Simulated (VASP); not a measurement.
# RbBr (Fm-3m) in VASP: notebook

Aim: see how the results for RbBr move with the level of theory and the settings. Levels: LDA, PBE. Tasks: single point.

Everything below comes from runs of VASP 6.6.1. Logs are shortened: lines on timing, memory, paths and dates and some standing lists are left out, and cuts for length are marked.

**1. The cell of the first run**

It takes space group Fm-3m (No. 225, cubic). Conventional cell: a = 6.714 Å, b = 6.714 Å, c = 6.714 Å, α = 90.00°, β = 90.00°, γ = 90.00°. Within 4.4 Å of Rb (site symmetry m-3m) lie 6 Br at 3.36 Å. Within 4.4 Å of Br (site symmetry m-3m) lie 6 Rb at 3.36 Å.

**2. Single point, LDA**

INCAR reads:

```
SYSTEM = RbBr
PREC     = Accurate       ! precision mode
ENCUT    = 520            ! plane-wave cutoff, eV
EDIFF    = 1E-6           ! SCF threshold, eV
ISMEAR   = -1             ! smearing method
SIGMA    = 0.05           ! smearing width, eV
LREAL    = .FALSE.        ! projectors in reciprocal space
LASPH    = .TRUE.         ! aspherical terms in the spheres
NELM     = 80             ! most SCF steps
ALGO     = Normal         ! electronic algorithm
ISIF     = 2              ! what is computed and relaxed
LWAVE    = .FALSE.        ! write WAVECAR
LCHARG   = .FALSE.        ! write CHGCAR
GGA      = CA             ! functional
NBANDS   = 15             ! bands
```

KPOINTS reads:

```
Automatic mesh
0
G
  7 7 7
  0 0 0
```

POSCAR reads:

```
RbBr
1.0
    0.0000000000      3.3570415946      3.3570415946
    3.3570415946      0.0000000000      3.3570415946
    3.3570415946      3.3570415946      0.0000000000
Rb Br
1 1
Direct
    0.0000000000      0.0000000000      0.0000000000
    0.5000000000      0.5000000000      0.5000000000
```

Potentials or basis: VASP PAW LDA potentials, release 64 (Rb_sv, Br).

On the command line:

```
cat potpaw_LDA.64/Rb_sv/POTCAR potpaw_LDA.64/Br/POTCAR > POTCAR
mpirun -np 1 vasp_std > vasp.out
```

OUTCAR:

```text
SYSTEM = RbBr
   PREC = Accurate
   ENCUT = 520
   EDIFF = 1E-6
   ISMEAR = -1
   LREAL = .FALSE.
   LASPH = .TRUE.
   NELM = 80
   ISIF = 2
   GGA = CA

 ion  position               nearest neighbor table
   1  0.000  0.000  0.000-   2 3.36   2 3.36   2 3.36   2 3.36   2 3.36   2 3.36
   2  0.500  0.500  0.500-   1 3.36   1 3.36   1 3.36   1 3.36   1 3.36   1 3.36

  LATTYP: Found a face centered cubic cell.
 ALAT       =     6.7140831892

  Lattice vectors:

 A1 = (   0.0000000000,   3.3570415946,   3.3570415946)
 A2 = (   3.3570415946,   0.0000000000,   3.3570415946)
 A3 = (   3.3570415946,   3.3570415946,   0.0000000000)

Analysis of symmetry for initial positions (statically):
=====================================================================
 Subroutine PRICEL returns:
 Original cell was already a primitive cell.

 Routine SETGRP: Setting up the symmetry group for a
 face centered cubic supercell.

 Subroutine GETGRP returns: Found 48 space group operations
 (whereof 48 operations were pure point group operations)
 out of a pool of 48 trial point group operations.

The static configuration has the point symmetry O_h .

Analysis of symmetry for dynamics (positions and initial velocities):
=====================================================================
 Subroutine PRICEL returns:
 Original cell was already a primitive cell.

 Routine SETGRP: Setting up the symmetry group for a
 face centered cubic supercell.

 Subroutine GETGRP returns: Found 48 space group operations
 (whereof 48 operations were pure point group operations)
 out of a pool of 48 trial point group operations.

The dynamic configuration has the point symmetry O_h .

 Subroutine INISYM returns: Found 48 space group operations
 (whereof 48 operations are pure point group operations),
 and found     1 'primitive' translations

----------------------------------------------------------------------------------------

                                     Primitive cell

  volume of cell :      75.6659

  direct lattice vectors                    reciprocal lattice vectors
     0.000000000  3.357041595  3.357041595    -0.148940663  0.148940663  0.148940663
     3.357041595  0.000000000  3.357041595     0.148940663 -0.148940663  0.148940663
     3.357041595  3.357041595  0.000000000     0.148940663  0.148940663 -0.148940663

  length of vectors
     4.747573753  4.747573753  4.747573753     0.257972795  0.257972795  0.257972795

  position of ions in fractional coordinates (direct lattice)
     0.000000000  0.000000000  0.000000000
     0.500000000  0.500000000  0.500000000

  ion indices of the primitive-cell ions
   primitive index   ion index
                 1           1
                 2           2

----------------------------------------------------------------------------------------

 KPOINTS: Automatic mesh

Automatic generation of k-mesh.
 Grid dimensions read from file:
 generate k-points for:    7    7    7

 Generating k-lattice:

  Cartesian coordinates                     Fractional coordinates (reciprocal lattice)
    -0.021277238  0.021277238  0.021277238     0.142857143  0.000000000  0.000000000
     0.021277238 -0.021277238  0.021277238     0.000000000  0.142857143  0.000000000
     0.021277238  0.021277238 -0.021277238     0.000000000  0.000000000  0.142857143

  Length of vectors
     0.036853256  0.036853256  0.036853256

  Shift w.r.t. Gamma in fractional coordinates (k-lattice)
     0.000000000  0.000000000  0.000000000

 Subroutine IBZKPT returns following result:
 ===========================================

 Found     20 irreducible k-points:

 Following reciprocal coordinates:
            Coordinates               Weight
  0.000000  0.000000  0.000000      1.000000
  0.142857  0.000000  0.000000      8.000000
  0.285714  0.000000  0.000000      8.000000
  0.428571  0.000000  0.000000      8.000000
  0.142857  0.142857  0.000000      6.000000
  0.285714  0.142857  0.000000     24.000000
[... 12 lines left out ...]
 -0.428571  0.428571  0.142857     24.000000
 -0.285714  0.428571  0.142857     24.000000
   k-points           NKPTS =     20   k-points in BZ     NKDIM =     20   number of bands    NBANDS=     15
   number of dos      NEDOS =    301   number of ions     NIONS =      2
   total plane-waves  NPLWV =  46656
   dimension x,y,z NGX =    36 NGY =   36 NGZ =   36
   dimension x,y,z NGXF=    72 NGYF=   72 NGZF=   72
   ions per type =               1   1
   NGX,Y,Z   is equivalent  to a cutoff of  12.61, 12.61, 12.61 a.u.
   NGXF,Y,Z  is equivalent  to a cutoff of  25.21, 25.21, 25.21 a.u.
 SYSTEM =  RbBr
   PREC   = accura    normal or accurate (medium, high low for compatibility)
   ISTART =      0    job   : 0-new  1-cont  2-samecut
   ICHARG =      2    charge: 1-file 2-atom 10-const
   ISPIN  =      1    spin polarized calculation?
   LNONCOLLINEAR =      F non collinear calculations
   LSORBIT =      F    spin-orbit coupling
   LASPH  =      T    aspherical Exc in radial PAW
   ENCUT  =  520.0 eV  38.22 Ry    6.18 a.u.   8.83  8.83  8.83*2*pi/ulx,y,z
   NELM   =     80;   NELMIN=  2; NELMDL= -5     # of ELM steps
   EDIFF  = 0.1E-05   stopping-criterion for ELM
   LREAL  =      F    real-space projection
   EDIFFG = 0.1E-04   stopping-criterion for IOM
   NSW    =      0    number of steps for IOM
   IBRION =     -1    ionic relax: 0-MD 1-quasi-New 2-CG
   NFREE  =      0    steps in history (QN), initial steepest desc. (CG)
   ISIF   =      2    stress and relaxation
   ISYM   =      2    0-nonsym 1-usesym 2-fastsym
   POTIM  = 0.5000    time-step for ionic-motion
   TEBEG  =    0.0;   TEEND  =   0.0 temperature during run
   PSTRESS=    0.0 pullay stress
   NELECT =      16.0000    total number of electrons
   NUPDOWN=      -1.0000    fix difference up-down
   EMIN   =  10.00;   EMAX   =-10.00  energy-range for DOS
   EFERMI =   0.00;   METHOD = LEGACY
   ISMEAR =    -1;   SIGMA  =   0.05  broadening in eV -4-tet -1-fermi 0-gaus
   EFERMI_NEDOS =   21; number of points for ismear=-14 and -15
   IALGO  =     38    algorithm
   IMIX   =      4    mixing-type and parameters
     AMIX     =   0.40;   BMIX     =  1.00
     AMIX_MAG =   1.60;   BMIX_MAG =  1.00
  volume/ion in A,a.u.               =      37.83       255.31
  Fermi-wavevector in a.u.,A,eV,Ry     =   0.975322  1.843092 12.942588  0.951253
  Thomas-Fermi vector in A             =   2.105852
   LORBIT       =      0    0 simple, 1 ext, 2 COOP (PROOUT), +10 PAW based schemes
   GGA     = CA    functional components
   LHFCALC =     F    Hartree Fock is set to
   AEXX    =    0.0000 exact exchange contribution
   IVDW    =     0    specifies the selected vdW correction
   LEPSILON=     F    determine dielectric tensor
   LRPA    =     F    only Hartree local field effects (RPA)
 non-spin polarized calculation
  energy-cutoff  :      520.00
  volume of cell :       75.67
 maximum number of plane-waves:      2085
   NGX = 17   NGY = 17   NGZ = 17

 number of electron      16.0000002 magnetization

 Free energy of the ion-electron system (eV)
  ---------------------------------------------------
  ext. energy  EPLUGINS =         0.00000000
  ---------------------------------------------------
  free energy    TOTEN  =        -6.71770333 eV

  energy without entropy =       -6.71770333  energy(sigma->0) =       -6.71770333

 E-fermi :  -0.6039     XC(G=0):  -7.9851

 val. band max:       -1.7034046841   @ k =   0.0000   0.0000   0.0000
 cond. band min:       2.4103724519   @ k =   0.0000   0.0000   0.0000
 fundamental gap:      4.1137771359
 Fermi energy:        -0.6039285042

 k-point     1 :       0.0000    0.0000    0.0000
  band No.  band energies     occupation
      1     -25.8548      2.00000
      2     -13.9804      2.00000
      3     -10.0039      2.00000
      4     -10.0039      2.00000
      5     -10.0039      2.00000
      6      -1.7034      2.00000
      7      -1.7034      2.00000
      8      -1.7034      2.00000
      9       2.4104      0.00000
     10       5.3305      0.00000
     11       5.3305      0.00000
     12       5.3305      0.00000
     13       6.3256      0.00000
     14       6.3256      0.00000
     15       8.9806      0.00000

 k-point     2 :       0.1429    0.0000    0.0000
  band No.  band energies     occupation
      1     -25.8521      2.00000
      2     -13.9918      2.00000
      3     -10.0057      2.00000
      4     -10.0057      2.00000
      5      -9.9922      2.00000
      6      -1.9911      2.00000
      7      -1.7931      2.00000
      8      -1.7931      2.00000
      9       2.9497      0.00000
     10       5.2028      0.00000
     11       5.5912      0.00000
     12       5.5912      0.00000
     13       6.6638      0.00000
     14       6.6638      0.00000
     15       9.8066      0.00000

 k-point     3 :       0.2857    0.0000    0.0000
  band No.  band energies     occupation
      1     -25.8461      2.00000
      2     -14.0170      2.00000
      3     -10.0096      2.00000
      4     -10.0096      2.00000
      5      -9.9659      2.00000
      6      -2.5013      2.00000
      7      -1.9815      2.00000
      8      -1.9815      2.00000
      9       4.0689      0.00000
     10       5.2676      0.00000
     11       6.3328      0.00000
     12       6.3328      0.00000
     13       7.5519      0.00000
     14       7.5519      0.00000
     15      10.4625      0.00000
[... 271 lines left out ...]
 k-point    19 :      -0.4286    0.4286    0.1429
  band No.  band energies     occupation
      1     -25.8372      2.00000
      2     -13.9486      2.00000
      3     -10.1948      2.00000
      4     -10.1266      2.00000
      5     -10.0241      2.00000
      6      -2.2854      2.00000
      7      -2.0853      2.00000
      8      -1.9594      2.00000
      9       4.1443      0.00000
     10       5.6426      0.00000
     11       6.6698      0.00000
     12       7.6215      0.00000
     13       8.0511      0.00000
     14       8.9220      0.00000
     15       9.5102      0.00000

 k-point    20 :      -0.2857    0.4286    0.1429
  band No.  band energies     occupation
      1     -25.8368      2.00000
      2     -13.9591      2.00000
      3     -10.1906      2.00000
      4     -10.1354      2.00000
      5      -9.9866      2.00000
      6      -2.3415      2.00000
      7      -2.1118      2.00000
      8      -2.0607      2.00000
      9       4.8157      0.00000
     10       5.5636      0.00000
     11       6.6060      0.00000
     12       6.9734      0.00000
     13       8.7098      0.00000
     14       8.9806      0.00000
     15       9.8407      0.00000

------------------------ aborting loop because EDIFF is reached ----------------------------------------

  FORCE on cell =-STRESS in cart. coord.  units (eV):
  Direction    XX          YY          ZZ          XY          YZ          ZX
  --------------------------------------------------------------------------------------
  -------------------------------------------------------------------------------------
  Total       -0.1416968     -0.1416968     -0.1416968      0.0000000      0.0000000     -0.0000000
  in kB       -3.0003394     -3.0003394     -3.0003394      0.0000000      0.0000000     -0.0000000
  external PRESSURE =      -3.0003394 kB  Pullay stress =       0.0000000 kB

 VOLUME and BASIS-vectors are now :
 -----------------------------------------------------------------------------
  energy-cutoff  :      520.00
  volume of cell :       75.67
      direct lattice vectors                 reciprocal lattice vectors
     0.000000000  3.357041595  3.357041595    -0.148940663  0.148940663  0.148940663
     3.357041595  0.000000000  3.357041595     0.148940663 -0.148940663  0.148940663
     3.357041595  3.357041595  0.000000000     0.148940663  0.148940663 -0.148940663

 POSITION                                       TOTAL-FORCE (eV/Angst)
 -----------------------------------------------------------------------------------
      0.00000      0.00000      0.00000        -0.000000     -0.000000     -0.000000
      3.35704      3.35704      3.35704         0.000000      0.000000      0.000000
 -----------------------------------------------------------------------------------
    total drift:                                0.000000      0.000000      0.000000

  FREE ENERGIE OF THE ION-ELECTRON SYSTEM (eV)
  ---------------------------------------------------
  free  energy   TOTEN  =        -6.7177033327 eV

  energy  without entropy=       -6.7177033327  energy(sigma->0) =       -6.71770333
```

It took 30 s on 1 thread of Intel Xeon 8259CL, shared host; peak memory 0.18 GiB.

What came out:

| Item | Value |
| --- | --- |
| Free energy | -6.7177 eV |
| Pressure | -0.3 GPa |
| Band gap on the k mesh | 4.11 eV |

**3. Single point, LDA**

This run uses another cell than the first one, of 38.64 Å³/atom.

INCAR reads:

```
SYSTEM = RbBr
ALGO = Normal
EDIFF = 1E-6
ENCUT = 520
GGA = CA
ISIF = 2
ISMEAR = -1
LASPH = .True.
LCHARG = .False.
LREAL = .False.
LWAVE = .False.
NBANDS = 15
NELM = 100
PREC = Accurate
SIGMA = 0.05
```

KPOINTS reads:

```
k-points
0
Gamma
  7 7 7
  0 0 0
```

POSCAR reads:

```
RbBr
1.0
    0.0000000000      3.3806835115      3.3806835115
    3.3806835115      0.0000000000      3.3806835115
    3.3806835115      3.3806835115      0.0000000000
Rb Br
1 1
Direct
    0.0000000000      0.0000000000      0.0000000000
    0.5000000000      0.5000000000      0.5000000000
```

Potentials or basis: VASP PAW LDA potentials, release 64 (Rb_sv, Br).

On the command line:

```
cat potpaw_LDA.64/Rb_sv/POTCAR potpaw_LDA.64/Br/POTCAR > POTCAR
mpirun -np 1 vasp_std > vasp.out
```

It took 34 s on 1 thread of Intel Xeon 8259CL, shared host; peak memory 0.18 GiB.

The run converged. Its results:

```yaml
Free_energy: -6.7130 eV
Pressure: -0.6 GPa
Band_gap_on_the_k_mesh: 4.06 eV
```

Levels at points of the mesh, in eV from the valence-band top:
| k point | band 5 | band 6 | band 7 | band 8 | band 9 | band 10 | band 11 | band 12 |
| --- | --- | --- | --- | --- | --- | --- | --- | --- |
| (0.00, 0.00, 0.00) | -8.34 | 0.00 | 0.00 | 0.00 | 4.06 | 7.03 | 7.03 | 7.03 |

**4. Single point, PBE**

This run uses another cell than the first one, of 38.64 Å³/atom.

INCAR reads:

```
  PREC = Accurate
  ENCUT = 520
  EDIFF = 1E-6
  ISMEAR = -1
  SIGMA = 0.05
  LREAL = F
  LASPH = T
  NELM = 80
  ALGO = Normal
  ISIF = 2
  LWAVE = F
  LCHARG = F
  GGA = PE
  NBANDS = 15
```

KPOINTS reads:

```
regular mesh
0
Gamma
  7 7 7
```

POSCAR is that of step 3.

Potentials or basis: VASP PAW PBE potentials, release 64 (Rb_sv, Br).

On the command line:

```
cat potpaw_PBE.64/Rb_sv/POTCAR potpaw_PBE.64/Br/POTCAR > POTCAR
mpirun -np 1 vasp_std > vasp.out
```

Run time: 47 s. Hardware: 1 thread of Intel Xeon 8259CL, shared host; peak memory 0.21 GiB.

It converged, with:

- Free energy: -6.0693 eV
- Pressure: 1.8 GPa
- Band gap on the k mesh: 4.47 eV

Levels at points of the mesh, in eV from the valence-band top:
| k point | band 6 | band 7 | band 8 | band 9 | band 10 | band 11 |
| --- | --- | --- | --- | --- | --- | --- |
| (0.00, 0.00, 0.00) | 0.00 | 0.00 | 0.00 | 4.47 | 7.29 | 7.29 |

**5. Single point, LDA**

This run uses another cell than the first one, of 40.25 Å³/atom.

INCAR reads:

```
ALGO     = Normal         # electronic algorithm
EDIFF    = 1E-6           # SCF threshold, eV
ENCUT    = 520            # plane-wave cutoff, eV
ISIF     = 2              # what is computed and relaxed
ISMEAR   = -1             # smearing method
LASPH    = True           # aspherical terms in the spheres
LCHARG   = True           # write CHGCAR
LELF     = True           # ELF
LREAL    = False          # projectors in reciprocal space
LVHAR    = True         
LWAVE    = False          # write WAVECAR
NBANDS   = 15             # bands
NELM     = 80             # most SCF steps
PREC     = Accurate       # precision mode
SIGMA    = 0.05           # smearing width, eV
```

KPOINTS reads:

```
k-points
0
Gamma
  7 7 7
```

POSCAR reads:

```
RbBr
1.0
    0.0000000000      3.4270000000      3.4270000000
    3.4270000000      0.0000000000      3.4270000000
    3.4270000000      3.4270000000      0.0000000000
Rb Br
1 1
Direct
    0.0000000000      0.0000000000      0.0000000000
    0.5000000000      0.5000000000      0.5000000000
```

Potentials or basis: VASP PAW LDA potentials, release 64 (Rb_sv, Br).

On the command line:

```
cat potpaw_LDA.64/Rb_sv/POTCAR potpaw_LDA.64/Br/POTCAR > POTCAR
mpirun -np 1 vasp_std > vasp.out
```

Run time: 37 s. Hardware: 1 thread of Intel Xeon 8259CL, shared host; peak memory 0.18 GiB.

Results (log left out):

```
Free energy            : -6.6944 eV
Pressure               : -1.2 GPa
Band gap on the k mesh : 3.96 eV
```

Levels at points of the mesh, in eV from the valence-band top:
```tsv
k point	band 5	band 6	band 7	band 8	band 9	band 10	band 11	band 12
(0.00, 0.00, 0.00)	-8.41	0.00	0.00	0.00	3.96	7.03	7.03	7.03
```

LDA gaps usually lie below the measured ones, often by a third to a half.

**6. The runs side by side**

```csv
level,potentials or basis,cell,gap on the mesh (eV),pressure (GPa)
LDA,"VASP PAW LDA potentials, release 64 (Rb_sv, Br)","a = 4.748 Å, angles 60.0°, 2 atoms",4.11,-0.3
LDA,"VASP PAW LDA potentials, release 64 (Rb_sv, Br)","a = 4.781 Å, angles 60.0°, 2 atoms",4.06,-0.6
PBE,"VASP PAW PBE potentials, release 64 (Rb_sv, Br)","a = 4.781 Å, angles 60.0°, 2 atoms",4.47,1.8
LDA,"VASP PAW LDA potentials, release 64 (Rb_sv, Br)","a = 4.847 Å, angles 60.0°, 2 atoms",3.96,-1.2
```

Alike in all rows: task single point; no spin polarisation; k mesh 7 × 7 × 7; cutoff (eV) 520; smearing fermi-dirac 0.05 eV.

Total energies depend on the potentials used, so only differences within one code and one set of settings carry meaning.
